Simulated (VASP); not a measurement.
# Sb in VASP: further runs

Sb is run at these levels: PBE; tasks: single point, relaxation of cell and atoms.

Program: VASP 6.6.1. These are calculated values, not measurements. Logs are shortened: lines on timing, memory, paths and dates and some standing lists are left out, and cuts for length are marked.

**1. The cell of the first run**

The typed cell holds 1 atom: a = 3.255 Å, b = 3.243 Å, c = 3.268 Å, α = 89.44°, β = 90.45°, γ = 89.79°.

**2. Single point, PBE (the cell strained at random)**

File INCAR:

```
ALGO     = Normal         # electronic algorithm
EDIFF    = 1E-6           # SCF threshold, eV
ENCUT    = 520            # plane-wave cutoff, eV
GGA      = PE             # functional
ISIF     = 2              # what is computed and relaxed
ISMEAR   = 0              # smearing method
LASPH    = T              # aspherical terms in the spheres
LCHARG   = T              # write CHGCAR
LELF     = T              # ELF
LREAL    = F              # projectors in reciprocal space
LVHAR    = T            
LWAVE    = F              # write WAVECAR
NBANDS   = 8              # bands
NELM     = 100            # most SCF steps
PREC     = Accurate       # precision mode
SIGMA    = 0.1            # smearing width, eV
```

File KPOINTS:

```
k-points
0
Gamma
  12 12 12
```

File POSCAR:

```
Sb
1.0
    3.2549580000      0.0059408000     -0.0129560000
    0.0059408000      3.2426340000      0.0158000000
   -0.0129560000      0.0158000000      3.2676296000
Sb
1
Direct
    0.0000000000      0.0000000000      0.0000000000
```

Potentials or basis: VASP PAW PBE potentials, release 64 (Sb).

On the command line:

```console
cat potpaw_PBE.64/Sb/POTCAR > POTCAR
mpirun -np 1 vasp_std > vasp.out
```

OUTCAR:

```text
EDIFF = 1E-6
   ENCUT = 520
   GGA = PE
   ISIF = 2
   ISMEAR = 0
   LASPH = T
   LREAL = F
   NELM = 100
   PREC = Accurate

 ion  position               nearest neighbor table
   1  0.000  0.000  0.000-

  LATTYP: Found a triclinic cell.
 ALAT       =     3.2426779351
 B/A-ratio  =     1.4194755521
 C/A-ratio  =     1.0077144720
 COS(alpha) =     0.0012214993
 COS(beta)  =     0.0097003061
 COS(gamma) =     0.7070580228

  Lattice vectors:

 A1 = (  -0.0059408000,  -3.2426340000,  -0.0158000000)
 A2 = (  -3.2608988000,  -3.2485748000,  -0.0028440000)
 A3 = (   0.0129560000,  -0.0158000000,  -3.2676296000)

Analysis of symmetry for initial positions (statically):
=====================================================================
 Subroutine PRICEL returns:
 Original cell was already a primitive cell.

 Routine SETGRP: Setting up the symmetry group for a
 triclinic supercell.

 Subroutine GETGRP returns: Found  2 space group operations
 (whereof  2 operations were pure point group operations)
 out of a pool of  2 trial point group operations.

The static configuration has the point symmetry S_2 .

Analysis of symmetry for dynamics (positions and initial velocities):
=====================================================================
 Subroutine PRICEL returns:
 Original cell was already a primitive cell.

 Routine SETGRP: Setting up the symmetry group for a
 triclinic supercell.

 Subroutine GETGRP returns: Found  2 space group operations
 (whereof  2 operations were pure point group operations)
 out of a pool of  2 trial point group operations.

The dynamic configuration has the point symmetry S_2 .

 Subroutine INISYM returns: Found  2 space group operations
 (whereof  2 operations are pure point group operations),
 and found     1 'primitive' translations

----------------------------------------------------------------------------------------

                                     Primitive cell

  volume of cell :      34.4872

  direct lattice vectors                    reciprocal lattice vectors
     3.254958000  0.005940800 -0.012956000     0.307229524 -0.000568821  0.001220901
     0.005940800  3.242634000  0.015800000    -0.000568821  0.308399584 -0.001493463
    -0.012956000  0.015800000  3.267629600     0.001220901 -0.001493463  0.306044300

  length of vectors
     3.254989206  3.242677935  3.267693483     0.307232477  0.308403724  0.306050380

  position of ions in fractional coordinates (direct lattice)
     0.000000000  0.000000000  0.000000000

  ion indices of the primitive-cell ions
   primitive index   ion index
                 1           1

----------------------------------------------------------------------------------------

 KPOINTS: k-points

Automatic generation of k-mesh.
 Grid dimensions read from file:
 generate k-points for:   12   12   12

 Generating k-lattice:

  Cartesian coordinates                     Fractional coordinates (reciprocal lattice)
     0.025602460 -0.000047402  0.000101742     0.083333333  0.000000000 -0.000000000
    -0.000047402  0.025699965 -0.000124455     0.000000000  0.083333333  0.000000000
     0.000101742 -0.000124455  0.025503692     0.000000000  0.000000000  0.083333333

  Length of vectors
     0.025602706  0.025700310  0.025504198

  Shift w.r.t. Gamma in fractional coordinates (k-lattice)
     0.000000000  0.000000000  0.000000000

 Subroutine IBZKPT returns following result:
 ===========================================

 Found    868 irreducible k-points:

 Following reciprocal coordinates:
            Coordinates               Weight
  0.000000  0.000000  0.000000      1.000000
  0.083333  0.000000 -0.000000      2.000000
  0.166667 -0.000000 -0.000000      2.000000
  0.250000 -0.000000 -0.000000      2.000000
  0.333333 -0.000000  0.000000      2.000000
  0.416667  0.000000 -0.000000      2.000000
[... 16 lines left out ...]
  0.250000  0.166667 -0.000000      2.000000
  0.333333  0.166667 -0.000000      2.000000
 [... further k-points ...]
   k-points           NKPTS =    868   k-points in BZ     NKDIM =    868   number of bands    NBANDS=      8
   number of dos      NEDOS =    301   number of ions     NIONS =      1
   total plane-waves  NPLWV =  13824
   dimension x,y,z NGX =    24 NGY =   24 NGZ =   24
   dimension x,y,z NGXF=    48 NGYF=   48 NGZF=   48
   ions per type =               1
   NGX,Y,Z   is equivalent  to a cutoff of  12.26, 12.30, 12.21 a.u.
   NGXF,Y,Z  is equivalent  to a cutoff of  24.52, 24.61, 24.42 a.u.
 SYSTEM =  unknown system
   PREC   = accura    normal or accurate (medium, high low for compatibility)
   ISTART =      0    job   : 0-new  1-cont  2-samecut
   ICHARG =      2    charge: 1-file 2-atom 10-const
   ISPIN  =      1    spin polarized calculation?
   LNONCOLLINEAR =      F non collinear calculations
   LSORBIT =      F    spin-orbit coupling
   LASPH  =      T    aspherical Exc in radial PAW
   ENCUT  =  520.0 eV  38.22 Ry    6.18 a.u.   6.05  6.03  6.08*2*pi/ulx,y,z
   NELM   =    100;   NELMIN=  2; NELMDL= -5     # of ELM steps
   EDIFF  = 0.1E-05   stopping-criterion for ELM
   LREAL  =      F    real-space projection
   EDIFFG = 0.1E-04   stopping-criterion for IOM
   NSW    =      0    number of steps for IOM
   IBRION =     -1    ionic relax: 0-MD 1-quasi-New 2-CG
   NFREE  =      0    steps in history (QN), initial steepest desc. (CG)
   ISIF   =      2    stress and relaxation
   ISYM   =      2    0-nonsym 1-usesym 2-fastsym
   POTIM  = 0.5000    time-step for ionic-motion
   TEBEG  =    0.0;   TEEND  =   0.0 temperature during run
   PSTRESS=    0.0 pullay stress
   NELECT =       5.0000    total number of electrons
   NUPDOWN=      -1.0000    fix difference up-down
   EMIN   =  10.00;   EMAX   =-10.00  energy-range for DOS
   EFERMI =   0.00;   METHOD = LEGACY
   ISMEAR =     0;   SIGMA  =   0.10  broadening in eV -4-tet -1-fermi 0-gaus
   EFERMI_NEDOS =   21; number of points for ismear=-14 and -15
   IALGO  =     38    algorithm
   IMIX   =      4    mixing-type and parameters
     AMIX     =   0.40;   BMIX     =  1.00
     AMIX_MAG =   1.60;   BMIX_MAG =  1.00
  volume/ion in A,a.u.               =      34.49       232.73
  Fermi-wavevector in a.u.,A,eV,Ry     =   0.860027  1.625216 10.063511  0.739647
  Thomas-Fermi vector in A             =   1.977471
   LORBIT       =      0    0 simple, 1 ext, 2 COOP (PROOUT), +10 PAW based schemes
   GGA     = PE    functional components
   LHFCALC =     F    Hartree Fock is set to
   AEXX    =    0.0000 exact exchange contribution
   IVDW    =     0    specifies the selected vdW correction
   LEPSILON=     F    determine dielectric tensor
   LRPA    =     F    only Hartree local field effects (RPA)
 non-spin polarized calculation
 Gauss-broadening in eV      SIGMA  =   0.10
  energy-cutoff  :      520.00
  volume of cell :       34.49
 maximum number of plane-waves:       947
   NGX = 13   NGY = 13   NGZ = 13

 number of electron       4.9999999 magnetization

 Free energy of the ion-electron system (eV)
  ---------------------------------------------------
  ext. energy  EPLUGINS =         0.00000000
  ---------------------------------------------------
  free energy    TOTEN  =        -3.99601557 eV

  energy without entropy =       -3.99154955  energy(sigma->0) =       -3.99378256

 E-fermi :   5.4827     XC(G=0):  -9.0165

 val. band max:        5.4807478222   @ k =  -0.4167   0.4167   0.3333
 cond. band min:       5.4832223313   @ k =  -0.3333  -0.2500   0.2500
 fundamental gap:      0.0024745091
 Fermi energy:         5.4826661704

 k-point     1 :       0.0000    0.0000    0.0000
  band No.  band energies     occupation
      1      -5.9346      2.00000
      2       8.2294      0.00000
      3       8.3313      0.00000
      4       8.4241      0.00000
      5      12.1827      0.00000
      6      12.2566      0.00000
      7      12.8566      0.00000
      8      22.1899      0.00000

 k-point     2 :       0.0833    0.0000   -0.0000
  band No.  band energies     occupation
      1      -5.8491      2.00000
      2       7.3180      0.00000
      3       8.3138      0.00000
      4       8.5046      0.00000
      5      12.2802      0.00000
      6      12.6592      0.00000
      7      13.6627      0.00000
      8      21.2708      0.00000

 k-point     3 :       0.1667   -0.0000   -0.0000
  band No.  band energies     occupation
      1      -5.5973      2.00000
      2       5.5473      0.36101
      3       8.5464      0.00000
      4       8.7379      0.00000
      5      12.5018      0.00000
      6      12.9637      0.00000
      7      15.7686      0.00000
      8      19.8816      0.00000

 k-point     4 :       0.2500   -0.0000   -0.0000
  band No.  band energies     occupation
      1      -5.1981      2.00000
      2       3.8066      2.00000
      3       8.8993      0.00000
      4       9.0916      0.00000
      5      12.8586      0.00000
      6      13.3917      0.00000
      7      17.9070      0.00000
      8      18.5588      0.00000

 k-point     5 :       0.3333   -0.0000    0.0000
  band No.  band energies     occupation
      1      -4.7004      2.00000
      2       2.3052      2.00000
      3       9.3076      0.00000
      4       9.5008      0.00000
      5      13.3221      0.00000
      6      13.9874      0.00000
      7      17.4138      0.00000
      8      17.6021      0.00000
[... 177 lines left out ...]
 k-point    22 :       0.1667    0.1667    0.0000
  band No.  band energies     occupation
      1      -5.2563      2.00000
      2       5.8231      0.00000
      3       6.0083      0.00000
      4       8.8669      0.00000
      5      12.9426      0.00000
      6      15.7060      0.00000
      7      15.9121      0.00000
      8      17.6032      0.00000

 k-point    23 :       0.2500    0.1667   -0.0000
  band No.  band energies     occupation
      1      -4.8573      2.00000
      2       4.1444      2.00000
      3       6.3279      0.00000
      4       9.2196      0.00000
      5      13.2989      0.00000
      6      14.9296      0.00000
      7      16.7943      0.00000
      8      18.5035      0.00000

 k-point    24 :       0.3333    0.1667   -0.0000
  band No.  band energies     occupation
      1      -4.3587      2.00000
      2       2.6421      2.00000
      3       6.7829      0.00000
      4       9.6278      0.00000
      5      13.4446      0.00000
      6      14.1526      0.00000
      7      17.1439      0.00000
      8      17.6943      0.00000

 [... further k-points ...]
[... 5 lines left out ...]
  --------------------------------------------------------------------------------------
  -------------------------------------------------------------------------------------
  Total       -1.1614144     -1.1048149     -1.2038743     -0.0087066     -0.0241033      0.0206876
  in kB      -53.9560597    -51.3266031    -55.9286265     -0.4044848     -1.1197720      0.9610863
  external PRESSURE =     -53.7370964 kB  Pullay stress =       0.0000000 kB

 VOLUME and BASIS-vectors are now :
 -----------------------------------------------------------------------------
  energy-cutoff  :      520.00
  volume of cell :       34.49
      direct lattice vectors                 reciprocal lattice vectors
     3.254958000  0.005940800 -0.012956000     0.307229524 -0.000568821  0.001220901
     0.005940800  3.242634000  0.015800000    -0.000568821  0.308399584 -0.001493463
    -0.012956000  0.015800000  3.267629600     0.001220901 -0.001493463  0.306044300

 POSITION                                       TOTAL-FORCE (eV/Angst)
 -----------------------------------------------------------------------------------
      0.00000      0.00000      0.00000         0.000000     -0.000000      0.000000
 -----------------------------------------------------------------------------------
    total drift:                               -0.000000     -0.000000      0.000000

  FREE ENERGIE OF THE ION-ELECTRON SYSTEM (eV)
  ---------------------------------------------------
  free  energy   TOTEN  =        -3.9960155664 eV

  energy  without entropy=       -3.9915495493  energy(sigma->0) =       -3.99378256
```

It took 76 s on 1 thread of AMD EPYC 9R14 (Zen 4), shared host; peak memory 0.31 GiB.

Results:

```
Free energy : -3.9960 eV
Pressure    : -5.4 GPa
```

Stress tensor (GPa, compression positive):
```
-5.40 -0.04  0.10
-0.04 -5.13 -0.11
 0.10 -0.11 -5.59
```

Caveat: the cell differs from its parent crystal (the cell strained at random); spin-orbit coupling is left out, which moves the levels of the heavy elements.

**3. Relaxation of cell and atoms, PBE**

This run uses another cell than the first one: it holds 8 atoms, not 1.

File INCAR:

```
PREC = Accurate ; ENCUT = 600
EDIFF = 1E-7 ; ISMEAR = 0
SIGMA = 0.1 ; LREAL = F
LASPH = T ; NELM = 60
ALGO = Normal ; ISIF = 3
LWAVE = F ; LCHARG = F
GGA = PE ; IBRION = 2
NSW = 80 ; EDIFFG = -0.015
```

File KPOINTS:

```
regular mesh
0
Gamma
  6 6 6
```

File POSCAR:

```
Sb
1.0
   -6.2209225139      0.0000000000      0.0000000000
    0.0000000000      0.0000000000      6.2209225139
    0.0000000000      6.2209225139      0.0000000000
Sb
8
Direct
    0.5000000000      0.0000000000      0.0000000000
    0.5000000000      0.5000000000      0.0000000000
    0.5000000000      0.0000000000      0.5000000000
    0.5000000000      0.5000000000      0.5000000000
    0.0000000000      0.0000000000      0.0000000000
    0.0000000000      0.5000000000      0.0000000000
    0.0000000000      0.0000000000      0.5000000000
    0.0000000000      0.5000000000      0.5000000000
```

Potentials or basis: VASP PAW PBE potentials, release 64 (Sb).

On the command line:

```console
cat potpaw_PBE.64/Sb/POTCAR > POTCAR
mpirun -np 1 vasp_std > vasp.out
```

Run time: 3.1 min. Hardware: 1 thread of Intel Xeon Platinum 8259CL at 2.50GHz (Skylake/Cascade Lake), shared host; peak memory 0.39 GiB.

The run converged. Its results:

* Free energy: -32.6392 eV
* Pressure after relaxing: 0.0 GPa
* Band gap on the k mesh: zero (band 20 reaches 7.26 eV, above the bottom of band 21 at 6.49 eV)

Final structure:
```
Sb
1.0
    -6.22092    0.00000    0.00000
     0.00000    0.00000    6.22092
     0.00000    6.22092    0.00000
Sb
8
Direct
  0.50000 0.00000 0.00000
  0.50000 0.50000 0.00000
  0.50000 0.00000 0.50000
  0.50000 0.50000 0.50000
  0.00000 0.00000 0.00000
  0.00000 0.50000 0.00000
  0.00000 0.00000 0.50000
  0.00000 0.50000 0.50000
```

Levels at points of the mesh, in eV from the Fermi level:
| k point | band 18 | band 19 | band 20 | band 21 | band 22 | band 23 |
| --- | --- | --- | --- | --- | --- | --- |
| (0.00, 0.00, 0.00) | -1.69 | -1.69 | -1.69 | 2.13 | 2.13 | 2.13 |
| (0.50, 0.00, 0.00) | -2.04 | 0.12 | 0.12 | 0.12 | 0.12 | 2.30 |
| (0.50, 0.50, 0.00) | -1.00 | -1.00 | -1.00 | 0.54 | 0.54 | 0.54 |
| (0.50, 0.50, 0.50) | -0.63 | -0.63 | -0.63 | -0.63 | -0.63 | -0.63 |

Caveat: the relaxation stopped at its first step, so nothing moved; spin-orbit coupling is left out, which moves the levels of the heavy elements.
